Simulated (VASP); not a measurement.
Wanted: the native input for a VASP 6.6.1 run.

```
Task                   : single point
Functional             : PBE
Potentials or basis    : VASP PAW PBE potentials, release 64 (W_sv, O)
Cutoff                 : 520 eV
k mesh                 : 10 × 10 × 10
Occupations            : gaussian, width 0.02 eV
Spin                   : collinear spin, ferromagnetic start
Starting moments       : [1.0, 0.0] μB
Hubbard terms          : W d U = 6.2 eV
Dipole correction      : no
Further INCAR settings : ALGO = Normal; EDIFF = 1e-06; NBANDS = 21
```

The structure of WO lies in POSCAR:

```
WO
1.0
    0.0000000000      2.2945749475      2.2945749475
    2.2945749475      0.0000000000      2.2945749475
    2.2945749475      2.2945749475      0.0000000000
W O
1 1
Direct
    0.0000000000      0.0000000000      0.0000000000
    0.2500000000      0.2500000000      0.2500000000
```

The input as run:

INCAR

```
ALGO = Normal
EDIFF = 1E-6
ENCUT = 520
GGA = PE
ISIF = 2
ISMEAR = 0
ISPIN = 2
LASPH = True
LCHARG = False
LDAU = True
LDAUJ = 0 0
LDAUL = 2 -1
LDAUPRINT = 1
LDAUTYPE = 2
LDAUU = 6.2 0
LMAXMIX = 4
LORBIT = 11
LREAL = False
LWAVE = False
MAGMOM = 1 0
NBANDS = 21
NELM = 150
PREC = Accurate
SIGMA = 0.02
```

KPOINTS

```
k-points
0
Gamma
  10 10 10
```

Potentials or basis: VASP PAW PBE potentials, release 64 (W_sv, O).

Launch:

```sh
$ cat potpaw_PBE.64/W_sv/POTCAR potpaw_PBE.64/O/POTCAR > POTCAR
$ mpirun -np 1 vasp_std > vasp.out
```

Results of the run:

```yaml
Pressure: 50.9 GPa
Band_gap_on_the_k_mesh: 0.30 eV, indirect (least direct gap 1.07 eV)
Net_moment: 2.00 μB per cell
Site_moments: W +1.68; O +0.07 μB
Valence_electrons_inside_the_program's_atomic_spheres: W 11.92; O 5.21
```

Caveat: spin-orbit coupling is left out, which moves the levels of the heavy elements.

Wall time 31 s on 1 thread of AMD EPYC 9R45 96-Core Processor (Zen 5) (shared host), peak memory 0.14 GiB.
